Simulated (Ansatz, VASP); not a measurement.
# Ti3As4: VASP beside Ansatz

```
Ti As
1.0
     4.05132    0.00000    0.00000
     0.00000    4.05132    0.00000
     0.00000    0.00000    9.51750
Ti As
3 4
Direct
  0.00000 0.00000 0.82959
  0.50000 0.50000 0.50000
  0.00000 0.00000 0.17041
  0.50000 0.00000 0.65044
  0.00000 0.50000 0.34956
  0.50000 0.00000 0.00960
  0.00000 0.50000 0.99040
```

Change from the starting cell: ordered vacancies on the cation sites of zinc blende (P-4m2, No. 115).

Alike in both runs: functional PBE; k mesh 10 × 10 × 4; occupations gaussian, width 0.1 eV; no spin polarisation.

Ansatz relaxed the structure, and its values are those at the end. VASP's run is a single point on that final structure, the one shown.

|  | VASP | Ansatz |
| --- | --- | --- |
| version | VASP 6.6.1 | Ansatz 0.2.0 |
| potentials or method | VASP PAW PBE potentials, release 64 (Ti_sv, As), cutoff 520 eV | scalar-relativistic, plane waves, PAW |
| valence electrons in the cell | 56 | 96 |

|  | VASP | Ansatz | Ansatz less VASP |
| --- | --- | --- | --- |
| gap on the k mesh at the Fermi level (eV) | none | none | - |
| pressure (GPa) | 0.2 | 0.0 | -0.15 |
| rms of the force components (eV/Å) | 0.005 | 0.002 | -0.0035 |

A gap of «none» marks a metal or a gap that the smearing closes. VASP's potentials hold 56 valence electrons a cell and Ansatz's 96, so a difference there can come from the potentials and not from the codes.
